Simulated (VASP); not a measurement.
Here is a VASP 6.6.1 calculation.

File INCAR:

```
PREC = Accurate
ENCUT = 520
EDIFF = 1E-7
ISMEAR = 0
SIGMA = 0.1
LREAL = False
LASPH = True
NELM = 80
ALGO = Normal
ISIF = 2
LWAVE = False
LCHARG = False
GGA = PS
NBANDS = 15
```

Contents of KPOINTS:

```
Automatic mesh
0
Gamma
  15 15 10
```

POSCAR

```
CaB2
1.0
    3.3378389220      0.0000000000      0.0000000000
   -1.6689194610      2.8906533002      0.0000000000
    0.0000000000      0.0000000000      3.9637955258
Ca B
1 2
Direct
    0.0000000000      0.0000000000      0.0000000000
    0.3333333300      0.6666666700      0.5000000000
    0.6666666700      0.3333333300      0.5000000000
```

Potentials or basis: VASP PAW PBE potentials, release 64 (Ca_sv, B).

Run with:

```sh
$ cat potpaw_PBE.64/Ca_sv/POTCAR potpaw_PBE.64/B/POTCAR > POTCAR
$ mpirun -np 1 vasp_std > vasp.out
```

Problem. Estimate the pressure.

Solution. -7.8 GPa.

Problem. Estimate the band gap on the k mesh.

Solution. Zero (bands 8 and 9 overlap by 1.48 eV).

Stress tensor (GPa, compression positive):
```
-12.42   0.00   0.00
  0.00 -12.42   0.00
  0.00   0.00   1.40
```

Caveat: the cell differs from its parent crystal (strained); the stress differs along the axes, from -12 to 1 GPa; the PAW data sets were made with another functional, which shifts forces and pressure a little.
